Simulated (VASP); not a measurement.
CsBr, 2 atoms in the cell. Symmetry: Pm-3m, No. 221, cubic system. The conventional cell has a = 4.219 Å, b = 4.219 Å, c = 4.219 Å, α = 90.00°, β = 90.00°, γ = 90.00°. Within 4.8 Å of Cs (site symmetry m-3m) lie 8 Br at 3.65 Å and 6 Cs at 4.22 Å. Within 4.8 Å of Br (site symmetry m-3m) lie 8 Cs at 3.65 Å and 6 Br at 4.22 Å. 

```yaml
Program: VASP 6.6.1
Task: vibrations by perturbation theory
Functional: PBEsol
Potentials_or_basis: VASP PAW PBE potentials, release 64 (Cs_sv, Br)
Cutoff: 500 eV
k_mesh: 6 × 6 × 6
Occupations: gaussian, width 0.01 eV
Spin: no spin polarisation
Dipole_correction: no
Further_INCAR_settings: ALGO = Normal; EDIFF = 1e-08; IBRION = 8; NSW = 1
```

Potentials or basis: VASP PAW PBE potentials, release 64 (Cs_sv, Br).

The run is started by

```console
$ cat potpaw_PBE.64/Cs_sv/POTCAR potpaw_PBE.64/Br/POTCAR > POTCAR
$ mpirun -np 1 vasp_std > vasp.out
```

Hardware: 1 thread of Intel Xeon 8259CL, on a shared host.

Task: How long does it take, and how much memory?

Result: Wall time 110 s on 1 thread of Intel Xeon 8259CL, on a shared host, peak memory 0.27 GiB. Counts: scf iterations 37, k points 20.
